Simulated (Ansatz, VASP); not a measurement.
# One calculation of TeMo2, two programs

```
Te Mo
1.0
     3.36366    0.00000    0.00000
     0.00000    3.36366    0.00000
     0.00000    0.00000    5.37862
Te Mo
1 2
Direct
  0.00000 0.00000 0.00000
  0.50000 0.50000 0.70649
  0.50000 0.50000 0.29351
```

Alike in both runs: functional PBE; k mesh 6 × 6 × 3; occupations gaussian, width 0.2 eV; no spin polarisation.

Ansatz relaxed the structure, and its values are those at the end. VASP's run is a single point on that final structure, the one shown.

|  | VASP | Ansatz |
| --- | --- | --- |
| version | VASP 6.6.1 | Ansatz 0.2.0 |
| potentials or method | VASP PAW PBE potentials, release 64 (Te, Mo_sv), cutoff 500 eV | scalar-relativistic, plane waves, PAW |
| valence electrons in the cell | 34 | 44 |

Ansatz gave:

* gap on the k mesh at the Fermi level (eV): none
* pressure (GPa): 0.0
* rms of the force components (eV/Å): 0.014

Question: Which values does VASP return?

Answer: gap on the k mesh at the Fermi level (eV): none; pressure (GPa): 0.4; rms of the force components (eV/Å): 0.075.

A gap of «none» marks a metal or a gap that the smearing closes. VASP's potentials hold 34 valence electrons a cell and Ansatz's 44, so a difference there can come from the potentials and not from the codes.

The k mesh is coarse, so the values compare programs but aren't converged. Neither program's run includes spin-orbit coupling.
